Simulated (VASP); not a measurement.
# VO2 (P4_2/mnm) in VASP: notebook, part 2 of 2

VASP 6.6.1.

**4. Single point, PBE+U, collinear spin, ferromagnetic start (8.91 Å³/atom)**

This run uses another cell than the first one, of 8.91 Å³/atom.

INCAR reads:

```
PREC = Accurate ; ENCUT = 600
EDIFF = 1E-6 ; ISMEAR = 0
SIGMA = 0.02 ; LREAL = False
LASPH = True ; NELM = 200
ALGO = Normal ; ISIF = 2
LWAVE = False ; LCHARG = False
ISPIN = 2 ; MAGMOM = 0.95 0.95 0 0 0 0
LORBIT = 11 ; LMAXMIX = 4
LDAU = True ; LDAUTYPE = 2
LDAUL = 2 -1 ; LDAUU = 3.25 0
LDAUJ = 0 0 ; LDAUPRINT = 1
GGA = PE ; NBANDS = 38
GGA_COMPAT = False
```

KPOINTS reads:

```
Automatic mesh
0
Gamma
  6 6 10
```

POSCAR reads:

```
VO2
1.0
    4.2771963474      0.0000000000      0.0000000000
    0.0000000000      4.2771963474      0.0000000000
    0.0000000000      0.0000000000      2.9235172202
V O
2 4
Direct
    0.0000000000      0.0000000000      0.0000000000
    0.5000000000      0.5000000000      0.5000000000
    0.2991492059      0.2991492059      0.0000000000
    0.2008507941      0.7991492059      0.5000000000
    0.7008507941      0.7008507941      0.0000000000
    0.7991492059      0.2008507941      0.5000000000
```

Potentials or basis: VASP PAW PBE potentials, release 64 (V_sv, O).

Run with:

```
cat potpaw_PBE.64/V_sv/POTCAR potpaw_PBE.64/O/POTCAR > POTCAR
mpirun -np 1 vasp_std > vasp.out
```

OUTCAR:

```text
PREC = Accurate
   ENCUT = 600
   EDIFF = 1E-6
   ISMEAR = 0
   LREAL = False
   LASPH = True
   NELM = 200
   ISIF = 2
   ISPIN = 2
   LORBIT = 11
   GGA = PE

 ion  position               nearest neighbor table
   1  0.000  0.000  0.000-   3 1.81   5 1.81   4 1.90   6 1.90   4 1.90   6 1.90
   2  0.500  0.500  0.500-   4 1.81   6 1.81   5 1.90   3 1.90   3 1.90   5 1.90
   3  0.299  0.299  0.000-   1 1.81   2 1.90   2 1.90
   4  0.201  0.799  0.500-   2 1.81   1 1.90   1 1.90
   5  0.701  0.701  0.000-   1 1.81   2 1.90   2 1.90
   6  0.799  0.201  0.500-   2 1.81   1 1.90   1 1.90

  LATTYP: Found a simple tetragonal cell.
 ALAT       =     4.2771963474
 C/A-ratio  =     0.6835125121

  Lattice vectors:

 A1 = (   4.2771963474,   0.0000000000,   0.0000000000)
 A2 = (   0.0000000000,   4.2771963474,   0.0000000000)
 A3 = (   0.0000000000,   0.0000000000,   2.9235172202)

Analysis of symmetry for initial positions (statically):
=====================================================================
 Subroutine PRICEL returns:
 Original cell was already a primitive cell.

[... 2208 lines left out ...]
  Total       14.8535754     14.8535754     14.7776993      0.0000000      0.0000000      0.0000000
  in kB      444.9565001    444.9565001    442.6835423      0.0000000      0.0000000      0.0000000
  external PRESSURE =     444.1988475 kB  Pullay stress =       0.0000000 kB

 VOLUME and BASIS-vectors are now :
 -----------------------------------------------------------------------------
  energy-cutoff  :      600.00
  volume of cell :       53.48
      direct lattice vectors                 reciprocal lattice vectors
     4.277196347  0.000000000  0.000000000     0.233798011  0.000000000  0.000000000
     0.000000000  4.277196347  0.000000000     0.000000000  0.233798011  0.000000000
     0.000000000  0.000000000  2.923517220     0.000000000  0.000000000  0.342053740

 POSITION                                       TOTAL-FORCE (eV/Angst)
 -----------------------------------------------------------------------------------
      0.00000      0.00000      0.00000        -0.000000     -0.000000     -0.000000
      2.13860      2.13860      1.46176        -0.000000     -0.000000     -0.000000
      1.27952      1.27952      0.00000         0.057264      0.057264      0.000000
      0.85908      3.41812      1.46176        -0.057264      0.057264      0.000000
      2.99768      2.99768      0.00000        -0.057264     -0.057264     -0.000000
      3.41812      0.85908      1.46176         0.057264     -0.057264     -0.000000
 -----------------------------------------------------------------------------------
    total drift:                                0.000000      0.000000     -0.000000

  FREE ENERGIE OF THE ION-ELECTRON SYSTEM (eV)
  ---------------------------------------------------
  free  energy   TOTEN  =       -45.5689773008 eV

  energy  without entropy=      -45.5689773008  energy(sigma->0) =      -45.56897730

 total charge

# of ion       s       p       d       tot
------------------------------------------
    1        2.330   6.428   2.932  11.689
    2        2.330   6.428   2.932  11.689
    3        1.575   3.573   0.000   5.147
    4        1.575   3.573   0.000   5.147
    5        1.575   3.573   0.000   5.147
    6        1.575   3.573   0.000   5.147
--------------------------------------------------
tot         10.958  27.146   5.863  43.967

 magnetization (x)

# of ion       s       p       d       tot
------------------------------------------
    1        0.016   0.015   1.004   1.035
    2        0.016   0.015   1.004   1.035
    3       -0.002  -0.028   0.000  -0.030
    4       -0.002  -0.028   0.000  -0.030
    5       -0.002  -0.028   0.000  -0.030
    6       -0.002  -0.028   0.000  -0.030
--------------------------------------------------
tot          0.025  -0.083   2.009   1.951
```

OSZICAR:

```text
N       E                     dE             d eps       ncg     rms          rms(c)
DAV:   1     0.683960870326E+03    0.68396E+03   -0.29029E+04  9120   0.162E+03
DAV:   2    -0.931221207924E+01   -0.69327E+03   -0.64502E+03  9542   0.500E+02
DAV:   3    -0.612192375314E+02   -0.51907E+02   -0.51140E+02 10282   0.148E+02
DAV:   4    -0.619067472364E+02   -0.68751E+00   -0.68642E+00 10128   0.180E+01
DAV:   5    -0.619123301800E+02   -0.55829E-02   -0.55820E-02 10130   0.172E+00    0.559E+01
DAV:   6    -0.465609131056E+02    0.15351E+02   -0.57256E+01 10632   0.762E+01    0.172E+01
DAV:   7    -0.459762482483E+02    0.58466E+00   -0.16739E+01  9324   0.466E+01    0.230E+01
DAV:   8    -0.454776571568E+02    0.49859E+00   -0.17598E+00 10218   0.131E+01    0.876E+00
DAV:   9    -0.455174085271E+02   -0.39751E-01   -0.39693E-01 10384   0.712E+00    0.197E+00
DAV:  10    -0.455612754360E+02   -0.43867E-01   -0.10181E-01  9882   0.279E+00    0.137E+00
DAV:  11    -0.455687064689E+02   -0.74310E-02   -0.78641E-03 10118   0.682E-01    0.372E-01
DAV:  12    -0.455690537438E+02   -0.34727E-03   -0.12565E-03 10066   0.372E-01    0.190E-01
DAV:  13    -0.455689600024E+02    0.93741E-04   -0.20836E-04 10130   0.143E-01    0.684E-02
DAV:  14    -0.455689734418E+02   -0.13439E-04   -0.55323E-05 10414   0.687E-02    0.238E-02
DAV:  15    -0.455689766750E+02   -0.32332E-05   -0.95244E-06  9590   0.259E-02    0.158E-02
DAV:  16    -0.455689773008E+02   -0.62574E-06   -0.12257E-06  6766   0.137E-02
   1 F= -.45568977E+02 E0= -.45568977E+02  d E =-.867497-102  mag=     2.0000
```

Wall time 92 s (1 thread of Intel Xeon 6975P-C (Granite Rapids), shared host); peak memory 0.33 GiB.

Results:

```
Free energy                                           : -45.5690 eV
Pressure                                              : 44.4 GPa
Largest force                                         : 0.081 eV/Å
Band gap on the k mesh                                : 0.97 eV (least direct gap 1.22 eV)
Net moment                                            : 2.00 μB per cell
Site moments                                          : V +1.03; O -0.03 μB
Valence electrons inside the program's atomic spheres : V 11.69; O 5.15
```

Forces on the atoms (eV/Å):
```
V    0.000  0.000  0.000
V    0.000  0.000  0.000
O    0.057  0.057  0.000
O   -0.057  0.057  0.000
O   -0.057 -0.057  0.000
O    0.057 -0.057  0.000
```

Eigenvalues of the final occupation matrices:
```tsv
site	spin	trace	eigenvalues
site 1 d	1	1.99	0.15 0.18 0.31 0.42 0.93
site 1 d	2	0.98	0.07 0.12 0.14 0.30 0.35
site 2 d	1	1.99	0.15 0.18 0.31 0.42 0.93
site 2 d	2	0.98	0.07 0.12 0.14 0.30 0.35
```

Caveat: the cell stands under pressure. A k mesh can miss the band edges.

**5. Single point, PBE+U, collinear spin, ferromagnetic start (9.22 Å³/atom)**

This run uses another cell than the first one, of 9.22 Å³/atom.

INCAR reads:

```
PREC = Accurate
ENCUT = 600
EDIFF = 1E-6
ISMEAR = 0
SIGMA = 0.02
LREAL = False
LASPH = True
NELM = 200
ALGO = Normal
ISIF = 2
LWAVE = False
LCHARG = False
ISPIN = 2
MAGMOM = 0.95 0.95 0 0 0 0
LORBIT = 11
LMAXMIX = 4
LDAU = True
LDAUTYPE = 2
LDAUL = 2 -1
LDAUU = 3.25 0
LDAUJ = 0 0
LDAUPRINT = 1
GGA = PE
NBANDS = 38
GGA_COMPAT = False
```

KPOINTS is that of step 4.

POSCAR reads:

```
VO2
1.0
    4.3304896762      0.0000000000      0.0000000000
    0.0000000000      4.3304896762      0.0000000000
    0.0000000000      0.0000000000      2.9492306308
V O
2 4
Direct
    0.0000000000      0.0000000000      0.0000000000
    0.5000000000      0.5000000000      0.5000000000
    0.2990030163      0.2990030163      0.0000000000
    0.2009969837      0.7990030163      0.5000000000
    0.7009969837      0.7009969837      0.0000000000
    0.7990030163      0.2009969837      0.5000000000
```

Potentials or basis: VASP PAW PBE potentials, release 64 (V_sv, O).

Run with:

```
cat potpaw_PBE.64/V_sv/POTCAR potpaw_PBE.64/O/POTCAR > POTCAR
mpirun -np 1 vasp_std > vasp.out
```

OUTCAR:

```text
PREC = Accurate
   ENCUT = 600
   EDIFF = 1E-6
   ISMEAR = 0
   LREAL = False
   LASPH = True
   NELM = 200
   ISIF = 2
   ISPIN = 2
   LORBIT = 11
   GGA = PE

 ion  position               nearest neighbor table
   1  0.000  0.000  0.000-   3 1.83   5 1.83   4 1.92   6 1.92   4 1.92   6 1.92
   2  0.500  0.500  0.500-   4 1.83   6 1.83   5 1.92   3 1.92   3 1.92   5 1.92
   3  0.299  0.299  0.000-   1 1.83   2 1.92   2 1.92
   4  0.201  0.799  0.500-   2 1.83   1 1.92   1 1.92
   5  0.701  0.701  0.000-   1 1.83   2 1.92   2 1.92
   6  0.799  0.201  0.500-   2 1.83   1 1.92   1 1.92

  LATTYP: Found a simple tetragonal cell.
 ALAT       =     4.3304896762
 C/A-ratio  =     0.6810386010

  Lattice vectors:

 A1 = (   4.3304896762,   0.0000000000,   0.0000000000)
 A2 = (   0.0000000000,   4.3304896762,   0.0000000000)
 A3 = (   0.0000000000,   0.0000000000,   2.9492306308)

Analysis of symmetry for initial positions (statically):
=====================================================================
 Subroutine PRICEL returns:
 Original cell was already a primitive cell.

 Routine SETGRP: Setting up the symmetry group for a
 simple tetragonal supercell.

 Subroutine GETGRP returns: Found 16 space group operations
 (whereof  8 operations were pure point group operations)
 out of a pool of 16 trial point group operations.

The static configuration has the point symmetry D_2h.
 The point group associated with its full space group is D_4h.

Analysis of symmetry for dynamics (positions and initial velocities):
=====================================================================
 Subroutine PRICEL returns:
 Original cell was already a primitive cell.

 Routine SETGRP: Setting up the symmetry group for a
 simple tetragonal supercell.

 Subroutine GETGRP returns: Found 16 space group operations
 (whereof  8 operations were pure point group operations)
 out of a pool of 16 trial point group operations.
[... 240 lines left out ...]
  free energy    TOTEN  =       -46.00640363 eV

  energy without entropy =      -46.00640363  energy(sigma->0) =      -46.00640363

 E-fermi :   6.4343     XC(G=0): -12.1578

 val. band max:        6.2568848573   @ k =   0.1667   0.1667   0.2000
 cond. band min:       7.2714919647   @ k =   0.5000   0.0000   0.5000
 fundamental gap:      1.0146071074
 Fermi energy:         6.4342505231

 spin component 1

 k-point     1 :       0.0000    0.0000    0.0000
  band No.  band energies     occupation
      1     -59.1808      1.00000
      2     -59.1654      1.00000
      3     -33.2662      1.00000
      4     -33.2662      1.00000
      5     -32.8528      1.00000
      6     -32.8314      1.00000
[... 1913 lines left out ...]
     36      17.9144      0.00000
     37      21.1430      0.00000

 [... further k-points ...]

 [bands above 37 left out]

------------------------ aborting loop because EDIFF is reached ----------------------------------------

  FORCE on cell =-STRESS in cart. coord.  units (eV):
  Direction    XX          YY          ZZ          XY          YZ          ZX
  --------------------------------------------------------------------------------------
  -------------------------------------------------------------------------------------
  Total       10.9450473     10.9450473     10.8558923     -0.0000000      0.0000000      0.0000000
  in kB      317.0629350    317.0629350    314.4802368     -0.0000000      0.0000000      0.0000000
  external PRESSURE =     316.2020356 kB  Pullay stress =       0.0000000 kB

 VOLUME and BASIS-vectors are now :
 -----------------------------------------------------------------------------
  energy-cutoff  :      600.00
  volume of cell :       55.31
      direct lattice vectors                 reciprocal lattice vectors
     4.330489676  0.000000000  0.000000000     0.230920768  0.000000000  0.000000000
     0.000000000  4.330489676  0.000000000     0.000000000  0.230920768  0.000000000
     0.000000000  0.000000000  2.949230631     0.000000000  0.000000000  0.339071482

 POSITION                                       TOTAL-FORCE (eV/Angst)
 -----------------------------------------------------------------------------------
      0.00000      0.00000      0.00000         0.000000      0.000000      0.000000
      2.16524      2.16524      1.47462         0.000000      0.000000      0.000000
      1.29483      1.29483      0.00000         0.050722      0.050722     -0.000000
      0.87042      3.46007      1.47462        -0.050722      0.050722     -0.000000
      3.03566      3.03566      0.00000        -0.050722     -0.050722      0.000000
      3.46007      0.87042      1.47462         0.050722     -0.050722      0.000000
 -----------------------------------------------------------------------------------
    total drift:                                0.000000      0.000000      0.000000

  FREE ENERGIE OF THE ION-ELECTRON SYSTEM (eV)
  ---------------------------------------------------
  free  energy   TOTEN  =       -46.0064036323 eV

  energy  without entropy=      -46.0064036323  energy(sigma->0) =      -46.00640363

 total charge

# of ion       s       p       d       tot
------------------------------------------
    1        2.316   6.399   2.876  11.591
    2        2.316   6.399   2.876  11.591
    3        1.572   3.552   0.000   5.124
    4        1.572   3.552   0.000   5.124
    5        1.572   3.552   0.000   5.124
    6        1.572   3.552   0.000   5.124
--------------------------------------------------
tot         10.921  27.005   5.753  43.678

 magnetization (x)

# of ion       s       p       d       tot
------------------------------------------
    1        0.015   0.014   1.013   1.043
    2        0.015   0.014   1.013   1.043
    3       -0.002  -0.033   0.000  -0.034
    4       -0.002  -0.033   0.000  -0.034
    5       -0.002  -0.033   0.000  -0.034
    6       -0.002  -0.033   0.000  -0.034
--------------------------------------------------
tot          0.024  -0.102   2.027   1.949
```

OSZICAR:

```text
N       E                     dE             d eps       ncg     rms          rms(c)
DAV:   1     0.677643818462E+03    0.67764E+03   -0.29088E+04  9128   0.161E+03
DAV:   2    -0.971296092031E+01   -0.68736E+03   -0.63890E+03  9630   0.493E+02
DAV:   3    -0.618611902804E+02   -0.52148E+02   -0.51363E+02 10276   0.147E+02
DAV:   4    -0.625683624679E+02   -0.70717E+00   -0.70603E+00 10120   0.181E+01
DAV:   5    -0.625740951598E+02   -0.57327E-02   -0.57319E-02 10188   0.173E+00    0.524E+01
DAV:   6    -0.473520944315E+02    0.15222E+02   -0.59142E+01 10626   0.756E+01    0.188E+01
DAV:   7    -0.466171216563E+02    0.73497E+00   -0.19865E+01  9298   0.491E+01    0.221E+01
DAV:   8    -0.459897358046E+02    0.62739E+00   -0.17298E+00 10154   0.132E+01    0.894E+00
DAV:   9    -0.459517738397E+02    0.37962E-01   -0.48495E-01 10474   0.803E+00    0.210E+00
DAV:  10    -0.459982432374E+02   -0.46469E-01   -0.11793E-01  9892   0.294E+00    0.149E+00
DAV:  11    -0.460063960884E+02   -0.81529E-02   -0.10335E-02  9998   0.787E-01    0.398E-01
DAV:  12    -0.460064938134E+02   -0.97725E-04   -0.22384E-03 10264   0.499E-01    0.190E-01
DAV:  13    -0.460063990711E+02    0.94742E-04   -0.24742E-04 10018   0.154E-01    0.720E-02
DAV:  14    -0.460063990034E+02    0.67682E-07   -0.93206E-05 10932   0.816E-02    0.256E-02
DAV:  15    -0.460064028283E+02   -0.38249E-05   -0.12829E-05  9924   0.326E-02    0.202E-02
DAV:  16    -0.460064036323E+02   -0.80399E-06   -0.20060E-06  7998   0.177E-02
   1 F= -.46006404E+02 E0= -.46006404E+02  d E =-.879351E-38  mag=     2.0000
```

Run time: 92 s. Hardware: 1 thread of Intel Xeon 6975P-C (Granite Rapids), shared host; peak memory 0.34 GiB.

Results:

- Free energy: -46.0064 eV
- Pressure: 31.6 GPa
- Largest force: 0.072 eV/Å
- Band gap on the k mesh: 1.01 eV (least direct gap 1.26 eV)
- Net moment: 2.00 μB per cell
- Site moments: V +1.04; O -0.03 μB
- Valence electrons inside the program's atomic spheres: V 11.59; O 5.12

Forces on the atoms (eV/Å):
```
V    0.000  0.000  0.000
V    0.000  0.000  0.000
O    0.051  0.051  0.000
O   -0.051  0.051  0.000
O   -0.051 -0.051  0.000
O    0.051 -0.051  0.000
```

Stress tensor (GPa, compression positive):
```
31.71  0.00  0.00
 0.00 31.71  0.00
 0.00  0.00 31.45
```

Eigenvalues of the final occupation matrices:
| site | spin | trace | eigenvalues |
| --- | --- | --- | --- |
| site 1 d | 1 | 1.96 | 0.15 0.17 0.30 0.41 0.93 |
| site 1 d | 2 | 0.95 | 0.06 0.12 0.14 0.29 0.34 |
| site 2 d | 1 | 1.96 | 0.15 0.17 0.30 0.41 0.93 |
| site 2 d | 2 | 0.95 | 0.06 0.12 0.14 0.29 0.34 |

Caveat: the cell stands under pressure.

**6. Overview**

| task | cell | gap on the mesh (eV) | pressure (GPa) | moment (μB) | largest force (eV/Å) |
| --- | --- | --- | --- | --- | --- |
| relaxation of shape and atoms at fixed volume | relaxed from a = 4.635, b = 4.635, c = 3.113 Å, 6 atoms, atomic positions A | 0.74 | -15.5 | 2.00 | - |
| relaxation of shape and atoms at fixed volume | relaxed from a = 4.526, b = 4.526, c = 3.055 Å, 6 atoms, atomic positions B | 0.91 | -3.4 | 2.00 | - |
| single point | a = 4.277, b = 4.277, c = 2.924 Å, 6 atoms, atomic positions A | 0.97 | 44.4 | 2.00 | 0.08 |
| single point | a = 4.330, b = 4.330, c = 2.949 Å, 6 atoms, atomic positions B | 1.01 | 31.6 | 2.00 | 0.07 |

Alike in all rows: level PBE+U; potentials or basis VASP PAW PBE potentials, release 64 (V_sv, O); spin collinear, ferromagnetic start; V d U = 3.25 eV; k mesh 6 × 6 × 10; cutoff (eV) 600; smearing gaussian 0.02 eV.

Caveats: the cell stands under pressure (at least some runs); semilocal functionals underestimate gaps, and a narrow one can read as zero (at least some runs).

Total energies depend on the potentials used, so only differences within one code and one set of settings carry meaning.
